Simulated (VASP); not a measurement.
# Ni2SbH (P4/mmm) in VASP: relaxation of cell and atoms with PBE

Aim: the relaxation of cell and atoms of Ni2SbH with PBE.

Program: VASP 6.6.1. These are calculated values, not measurements. Logs are shortened: lines on timing, memory, paths and dates and some standing lists are left out, and cuts for length are marked.

## (1) The cell of the first run

Symmetry: P4/mmm, No. 123, tetragonal system. The conventional cell has a = 3.091 Å, b = 3.091 Å, c = 6.181 Å, α = 90.00°, β = 90.00°, γ = 90.00°. Within 3.5 Å of Ni (site symmetry 4mm) lie 4 H at 2.68 Å and 4 Sb at 2.68 Å and 6 Ni at 3.09 Å. Sb (site symmetry 4/mmm) has 8 Ni at 2.68 Å and 4 Sb at 3.09 Å and 2 H at 3.09 Å within 3.5 Å. H (site symmetry 4/mmm) has 8 Ni at 2.68 Å and 4 H at 3.09 Å and 2 Sb at 3.09 Å within 3.5 Å.

## (2) Relaxation of cell and atoms, PBE, collinear spin, antiferromagnetic start

INCAR

```
PREC = Accurate
ENCUT = 600
EDIFF = 1E-6
ISMEAR = 0
SIGMA = 0.1
LREAL = F
LASPH = T
NELM = 150
ALGO = Normal
ISIF = 3
LWAVE = F
LCHARG = F
ISPIN = 2
MAGMOM = -2 2 0 0
LORBIT = 11
LMAXMIX = 4
GGA = PE
IBRION = 2
NSW = 90
EDIFFG = -0.04
```

KPOINTS

```
regular mesh
0
Gamma
  6 6 4
```

POSCAR

```
Ni2SbH
1.0
    3.0905559900      0.0000000000      0.0000000000
    0.0000000000      3.0905559900      0.0000000000
    0.0000000000      0.0000000000      6.1811119800
Ni Sb H
2 1 1
Direct
    0.0000000000      0.0000000000      0.7500000000
    0.0000000000      0.0000000000      0.2500000000
    0.5000000000      0.5000000000      0.0000000000
    0.5000000000      0.5000000000      0.5000000000
```

Potentials or basis: VASP PAW PBE potentials, release 64 (Ni, Sb, H).

Started as:

```bash
> cat potpaw_PBE.64/Ni/POTCAR potpaw_PBE.64/Sb/POTCAR potpaw_PBE.64/H/POTCAR > POTCAR
> mpirun -np 1 vasp_std > vasp.out
```

OUTCAR:

```text
PREC = Accurate
   ENCUT = 600
   EDIFF = 1E-6
   ISMEAR = 0
   LREAL = F
   LASPH = T
   NELM = 150
   ISIF = 3
   ISPIN = 2
   LORBIT = 11
   GGA = PE
   IBRION = 2
   NSW = 90
   EDIFFG = -0.04

 ion  position               nearest neighbor table
   1  0.000  0.000  0.750-   3 2.68   3 2.68   3 2.68   3 2.68
   2  0.000  0.000  0.250-   3 2.68   3 2.68   3 2.68   3 2.68
   3  0.500  0.500  0.000-   1 2.68   2 2.68   1 2.68   2 2.68   1 2.68   2 2.68   1 2.68   2 2.68

   4  0.500  0.500  0.500-

  LATTYP: Found a simple tetragonal cell.
 ALAT       =     3.0905559900
 C/A-ratio  =     2.0000000000

  Lattice vectors:

 A1 = (   3.0905559900,   0.0000000000,   0.0000000000)
 A2 = (   0.0000000000,   3.0905559900,   0.0000000000)
 A3 = (   0.0000000000,   0.0000000000,   6.1811119800)

Analysis of symmetry for initial positions (statically):
=====================================================================
 Subroutine PRICEL returns:
 Original cell was already a primitive cell.

 Routine SETGRP: Setting up the symmetry group for a
 simple tetragonal supercell.

 Subroutine GETGRP returns: Found 16 space group operations
 (whereof 16 operations were pure point group operations)
 out of a pool of 16 trial point group operations.

The static configuration has the point symmetry D_4h.

Analysis of symmetry for dynamics (positions and initial velocities):
=====================================================================
 Subroutine PRICEL returns:
 Original cell was already a primitive cell.

 Routine SETGRP: Setting up the symmetry group for a
 simple tetragonal supercell.

 Subroutine GETGRP returns: Found 16 space group operations
 (whereof 16 operations were pure point group operations)
 out of a pool of 16 trial point group operations.

The dynamic configuration has the point symmetry D_4h.

Analysis of structural, dynamic, and magnetic symmetry:
=====================================================================
 Subroutine PRICEL returns:
 Original cell was already a primitive cell.

 Routine SETGRP: Setting up the symmetry group for a
 simple tetragonal supercell.

 Subroutine GETGRP returns: Found 16 space group operations
 (whereof 16 operations were pure point group operations)
 out of a pool of 16 trial point group operations.

The overall configuration has the point symmetry D_4h.

 Subroutine INISYM returns: Found 16 space group operations
 (whereof 16 operations are pure point group operations),
 and found     1 'primitive' translations

----------------------------------------------------------------------------------------

                                     Primitive cell

  volume of cell :      59.0391

  direct lattice vectors                    reciprocal lattice vectors
     3.090555990  0.000000000  0.000000000     0.323566376  0.000000000  0.000000000
     0.000000000  3.090555990  0.000000000     0.000000000  0.323566376  0.000000000
     0.000000000  0.000000000  6.181111980     0.000000000  0.000000000  0.161783188

  length of vectors
     3.090555990  3.090555990  6.181111980     0.323566376  0.323566376  0.161783188

  position of ions in fractional coordinates (direct lattice)
     0.000000000  0.000000000  0.750000000
     0.000000000  0.000000000  0.250000000
     0.500000000  0.500000000  0.000000000
     0.500000000  0.500000000  0.500000000

  ion indices of the primitive-cell ions
   primitive index   ion index
                 1           1
                 2           2
                 3           3
                 4           4

----------------------------------------------------------------------------------------

 KPOINTS: regular mesh

Automatic generation of k-mesh.
 Grid dimensions read from file:
 generate k-points for:    6    6    4

 Generating k-lattice:

  Cartesian coordinates                     Fractional coordinates (reciprocal lattice)
     0.053927729  0.000000000  0.000000000     0.166666667  0.000000000  0.000000000
     0.000000000  0.053927729  0.000000000     0.000000000  0.166666667  0.000000000
     0.000000000  0.000000000  0.040445797     0.000000000  0.000000000  0.250000000

  Length of vectors
     0.053927729  0.053927729  0.040445797

  Shift w.r.t. Gamma in fractional coordinates (k-lattice)
     0.000000000  0.000000000  0.000000000

 Subroutine IBZKPT returns following result:
 ===========================================

 Found     30 irreducible k-points:

 Following reciprocal coordinates:
            Coordinates               Weight
  0.000000  0.000000  0.000000      1.000000
  0.166667  0.000000  0.000000      4.000000
  0.333333  0.000000  0.000000      4.000000
  0.500000  0.000000  0.000000      2.000000
  0.166667  0.166667  0.000000      4.000000
  0.333333  0.166667  0.000000      8.000000
[... 16 lines left out ...]
  0.333333  0.000000  0.500000      4.000000
  0.500000  0.000000  0.500000      2.000000
 [... further k-points ...]
   k-points           NKPTS =     30   k-points in BZ     NKDIM =     30   number of bands    NBANDS=     17
   number of dos      NEDOS =    301   number of ions     NIONS =      4
   total plane-waves  NPLWV =  39200
   dimension x,y,z NGX =    28 NGY =   28 NGZ =   50
   dimension x,y,z NGXF=    56 NGYF=   56 NGZF=  100
   ions per type =               2   1   1
   NGX,Y,Z   is equivalent  to a cutoff of  15.06, 15.06, 13.45 a.u.
   NGXF,Y,Z  is equivalent  to a cutoff of  30.12, 30.12, 26.90 a.u.
 SYSTEM =  unknown system
   PREC   = accura    normal or accurate (medium, high low for compatibility)
   ISTART =      0    job   : 0-new  1-cont  2-samecut
   ICHARG =      2    charge: 1-file 2-atom 10-const
   ISPIN  =      2    spin polarized calculation?
   LNONCOLLINEAR =      F non collinear calculations
   LSORBIT =      F    spin-orbit coupling
   LASPH  =      T    aspherical Exc in radial PAW
   ENCUT  =  600.0 eV  44.10 Ry    6.64 a.u.   6.17  6.17 12.35*2*pi/ulx,y,z
   NELM   =    150;   NELMIN=  2; NELMDL= -5     # of ELM steps
   EDIFF  = 0.1E-05   stopping-criterion for ELM
   LREAL  =      F    real-space projection
   EDIFFG = -.4E-01   stopping-criterion for IOM
   NSW    =     90    number of steps for IOM
   IBRION =      2    ionic relax: 0-MD 1-quasi-New 2-CG
   NFREE  =      1    steps in history (QN), initial steepest desc. (CG)
   ISIF   =      3    stress and relaxation
   ISYM   =      2    0-nonsym 1-usesym 2-fastsym
   POTIM  = 0.5000    time-step for ionic-motion
   TEBEG  =    0.0;   TEEND  =   0.0 temperature during run
   PSTRESS=    0.0 pullay stress
   NELECT =      26.0000    total number of electrons
   NUPDOWN=      -1.0000    fix difference up-down
   EMIN   =  10.00;   EMAX   =-10.00  energy-range for DOS
   EFERMI =   0.00;   METHOD = LEGACY
   ISMEAR =     0;   SIGMA  =   0.10  broadening in eV -4-tet -1-fermi 0-gaus
   EFERMI_NEDOS =   21; number of points for ismear=-14 and -15
   IALGO  =     38    algorithm
   IMIX   =      4    mixing-type and parameters
     AMIX     =   0.40;   BMIX     =  1.00
     AMIX_MAG =   1.60;   BMIX_MAG =  1.00
  volume/ion in A,a.u.               =      14.76        99.60
  Fermi-wavevector in a.u.,A,eV,Ry     =   1.245526  2.353702 21.107181  1.551334
  Thomas-Fermi vector in A             =   2.379744
   LORBIT       =     11    0 simple, 1 ext, 2 COOP (PROOUT), +10 PAW based schemes
   GGA     = PE    functional components
   LHFCALC =     F    Hartree Fock is set to
   AEXX    =    0.0000 exact exchange contribution
   IVDW    =     0    specifies the selected vdW correction
   LEPSILON=     F    determine dielectric tensor
   LRPA    =     F    only Hartree local field effects (RPA)
 conjugate gradient relaxation of ions
 spin polarized calculation
 Gauss-broadening in eV      SIGMA  =   0.10
  energy-cutoff  :      600.00
  volume of cell :       59.04
 maximum number of plane-waves:      2008
 NGX is ok and might be reduce to    28
   NGX = 13   NGY = 13   NGZ = 25

--------------------------------------- Ionic step        1  -------------------------------------------

 number of electron      25.9999973 magnetization       0.0000000

 number of electron      25.9999973 magnetization      -0.0000000

 Free energy of the ion-electron system (eV)
  ---------------------------------------------------
  ext. energy  EPLUGINS =         0.00000000
  ---------------------------------------------------
  free energy    TOTEN  =       -15.79192317 eV

  energy without entropy =      -15.78113734  energy(sigma->0) =      -15.78653026

------------------------ aborting loop because EDIFF is reached ----------------------------------------

  FORCE on cell =-STRESS in cart. coord.  units (eV):
  Direction    XX          YY          ZZ          XY          YZ          ZX
  --------------------------------------------------------------------------------------
  -------------------------------------------------------------------------------------
  Total       -2.0538745     -2.0538745     -3.3952604      0.0000000      0.0000000      0.0000000
  in kB      -55.7371346    -55.7371346    -92.1390716      0.0000000      0.0000000      0.0000000
  external PRESSURE =     -67.8711136 kB  Pullay stress =       0.0000000 kB
[... 99 lines left out ...]
  FREE ENERGIE OF THE ION-ELECTRON SYSTEM (eV)
  ---------------------------------------------------
  free  energy   TOTEN  =       -15.9838724998 eV

  energy  without entropy=      -15.9738148987  energy(sigma->0) =      -15.97884370

[... ionic steps 4 to 12 ...]

--------------------------------------- Ionic step       13  -------------------------------------------

 number of electron      25.9999995 magnetization       0.0000000

 number of electron      25.9999995 magnetization      -0.0000000
[... 77 lines left out ...]
 number of electron      25.9999993 magnetization      -0.0000000

 number of electron      25.9999993 magnetization       0.0000000

 Free energy of the ion-electron system (eV)
  ---------------------------------------------------
  ext. energy  EPLUGINS =         0.00000000
  ---------------------------------------------------
  free energy    TOTEN  =       -16.37354393 eV

  energy without entropy =      -16.35806196  energy(sigma->0) =      -16.36580295

 E-fermi :   8.8440     XC(G=0): -11.6743

 val. band max:        8.8311456666   @ k =   0.5000   0.0000   0.0000
 cond. band min:       8.8589701748   @ k =   0.3333   0.0000   0.2500
 fundamental gap:      0.0278245082
 Fermi energy:         8.8439779818

 spin component 1

 k-point     1 :       0.0000    0.0000    0.0000
  band No.  band energies     occupation
      1      -4.8272      1.00000
      2       2.0688      1.00000
      3       2.3548      1.00000
      4       6.4312      1.00000
      5       6.5933      1.00000
      6       6.9049      1.00000
[... 459 lines left out ...]
      6       6.7893      1.00000
[... 9 lines left out ...]
     16      13.1380      0.00000
     17      13.3919      0.00000

 [... further k-points ...]

 spin component 2

 k-point     1 :       0.0000    0.0000    0.0000
  band No.  band energies     occupation
      1      -4.8272      1.00000
      2       2.0688      1.00000
      3       2.3548      1.00000
      4       6.4312      1.00000
      5       6.5933      1.00000
      6       6.9049      1.00000
[... 502 lines left out ...]
  FREE ENERGIE OF THE ION-ELECTRON SYSTEM (eV)
  ---------------------------------------------------
  free  energy   TOTEN  =       -16.3735439307 eV

  energy  without entropy=      -16.3580619630  energy(sigma->0) =      -16.36580295

 reached required accuracy - stopping structural energy minimisation

 total charge

# of ion       s       p       d       tot
------------------------------------------
    1        0.370   0.312   8.453   9.135
    2        0.370   0.312   8.453   9.135
    3        1.192   1.187   0.105   2.484
    4        0.383   0.011   0.000   0.394
--------------------------------------------------
tot          2.316   1.821  17.012  21.149

 magnetization (x)

# of ion       s       p       d       tot
------------------------------------------
    1       -0.000  -0.000  -0.000  -0.000
    2        0.000   0.000   0.000   0.000
    3        0.000   0.000   0.000   0.000
    4        0.000   0.000   0.000   0.000
--------------------------------------------------
tot          0.000   0.000   0.000   0.000
```

Wall time 7 min (1 thread of Intel Xeon Platinum 8559C (Emerald Rapids), shared host); peak memory 0.28 GiB.

Results:

```
Free energy                                           : -16.3735 eV
Relaxed volume                                        : 12.65 Å³/atom
Relaxed cell                                          : a = 2.906 Å, b = 2.906 Å, c = 5.989 Å, α = 90.00°, β = 90.00°, γ = 90.00°
Space group after relaxing (to 0.1 Å)                 : P4/mmm (No. 123)
Energy gained by relaxing                             : 145.4 meV/atom
Ionic steps                                           : 15
Pressure after relaxing                               : 0.2 GPa
Largest force after relaxing                          : 0.037 eV/Å
Band gap on the k mesh                                : zero (filled and empty bands overlap)
Net moment                                            : 0.00 μB per cell
Valence electrons inside the program's atomic spheres : Ni 9.13; Sb 2.48; H 0.39
```

Forces in eV/Å, atoms in the order of the input:
```
Ni   0.000  0.000 -0.037
Ni   0.000  0.000  0.037
Sb   0.000  0.000  0.000
H    0.000  0.000  0.000
```

Stress tensor (GPa, compression positive):
```
0.25 0.00 0.00
0.00 0.25 0.00
0.00 0.00 0.14
```

The path:
| step | energy change (eV) | largest force (eV/Å) | pressure (GPa) | volume (Å³) |
| --- | --- | --- | --- | --- |
| 1 | 0.0000 | 0.5762 | -6.79 | 59.04 |
| 2 | -0.1797 | 1.0961 | 0.10 | 53.85 |
| 3 | -0.1919 | 1.2519 | 2.58 | 52.41 |
| 4 | -0.3463 | 1.0839 | 3.05 | 51.01 |
| 5 | -0.3892 | 0.0907 | 7.61 | 48.48 |
| 6 | -0.4227 | 0.7220 | 4.48 | 49.74 |
| 7 | -0.4286 | 0.5699 | 5.11 | 49.41 |
| 8 | -0.5030 | 0.1116 | -1.92 | 52.14 |
| 9 | -0.5031 | 0.1268 | -1.78 | 52.05 |
| 10 | -0.5421 | 0.1059 | -1.52 | 51.76 |
| 11 | -0.5789 | 0.0901 | -0.92 | 51.12 |
| 12 | -0.5801 | 0.0931 | -0.60 | 50.97 |
| 13 | -0.5801 | 0.0922 | -0.70 | 51.00 |
| 14 | -0.5810 | 0.0004 | 0.81 | 50.35 |
| 15 | -0.5816 | 0.0373 | 0.22 | 50.59 |

Final structure:
```yaml
crystal:
  lattice:
    - [2.90645, 0.00000, 0.00000]
    - [0.00000, 2.90645, 0.00000]
    - [0.00000, 0.00000, 5.98883]
  atoms:
    - { symbol: Ni, position: [0.00000, 0.00000, 0.69734] }
    - { symbol: Ni, position: [0.00000, 0.00000, 0.30266] }
    - { symbol: Sb, position: [0.50000, 0.50000, 0.00000] }
    - { symbol: H, position: [0.50000, 0.50000, 0.50000] }
```

Levels at points of the mesh, in eV from the Fermi level:
Spin up:
| k point | band 11 | band 12 | band 13 | band 14 | band 15 | band 16 |
| --- | --- | --- | --- | --- | --- | --- |
| (0.00, 0.00, 0.00) | -0.78 | -0.78 | -0.70 | 4.37 | 4.37 | 6.08 |
| (0.50, 0.00, 0.00) | -0.75 | -0.49 | -0.01 | 0.09 | 0.82 | 1.59 |
| (0.50, 0.50, 0.00) | -0.43 | -0.42 | -0.36 | 1.11 | 1.55 | 3.24 |
| (0.00, 0.00, 0.50) | -1.14 | -0.80 | -0.70 | 3.03 | 4.75 | 4.75 |
| (0.50, 0.00, 0.50) | -0.80 | -0.52 | -0.17 | 0.54 | 2.60 | 4.29 |
| (0.50, 0.50, 0.50) | -0.36 | 0.13 | 0.13 | 0.91 | 1.70 | 1.70 |
Spin down:
| k point | band 10 | band 11 | band 12 | band 13 | band 14 | band 15 | band 16 | band 17 |
| --- | --- | --- | --- | --- | --- | --- | --- | --- |
| (0.00, 0.00, 0.00) | -0.79 | -0.78 | -0.78 | -0.70 | 4.37 | 4.37 | 6.08 | 7.99 |
| (0.50, 0.00, 0.00) | -1.11 | -0.75 | -0.49 | -0.01 | 0.09 | 0.82 | 1.59 | 7.75 |
| (0.50, 0.50, 0.00) | -1.40 | -0.43 | -0.42 | -0.36 | 1.11 | 1.55 | 3.24 | 4.27 |
| (0.00, 0.00, 0.50) | -1.14 | -1.14 | -0.80 | -0.70 | 3.03 | 4.75 | 4.75 | 7.99 |
| (0.50, 0.00, 0.50) | -1.23 | -0.80 | -0.52 | -0.17 | 0.54 | 2.60 | 4.29 | 4.55 |
| (0.50, 0.50, 0.50) | -0.42 | -0.36 | 0.13 | 0.13 | 0.91 | 1.70 | 1.70 | 1.76 |

Caveat: spin-orbit coupling is left out, which moves the levels of the heavy elements.
